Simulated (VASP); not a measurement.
Here is a VASP 6.6.1 calculation.

File INCAR:

```
ALGO     = Normal         # electronic algorithm
EDIFF    = 1E-6           # SCF threshold, eV
ENCUT    = 500            # plane-wave cutoff, eV
GGA      = CA             # functional
GGA_COMPAT= F            
ISIF     = 2              # what is computed and relaxed
ISMEAR   = 0              # smearing method
LASPH    = T              # aspherical terms in the spheres
LCHARG   = F              # write CHGCAR
LREAL    = F              # projectors in reciprocal space
LWAVE    = F              # write WAVECAR
NBANDS   = 15             # bands
NELM     = 120            # most SCF steps
PREC     = Accurate       # precision mode
SIGMA    = 0.01           # smearing width, eV
```

Contents of KPOINTS:

```
k-points
0
Gamma
  6 6 6
```

The input POSCAR:

```
RbCl
1.0
    0.0000000000      3.2740000000      3.2740000000
    3.2740000000      0.0000000000      3.2740000000
    3.2740000000      3.2740000000      0.0000000000
Rb Cl
1 1
Direct
    0.0000000000      0.0000000000      0.0000000000
    0.5000000000      0.5000000000      0.5000000000
```

Potentials or basis: VASP PAW LDA potentials, release 64 (Rb_sv, Cl).

Launch:

```bash
$ cat potpaw_LDA.64/Rb_sv/POTCAR potpaw_LDA.64/Cl/POTCAR > POTCAR
$ mpirun -np 1 vasp_std > vasp.out
```

**Question.** Estimate the band gap on the k mesh.

**Answer.** 4.60 eV, direct.

**Question.** What does it give for the pressure?

**Answer.** -1.4 GPa.
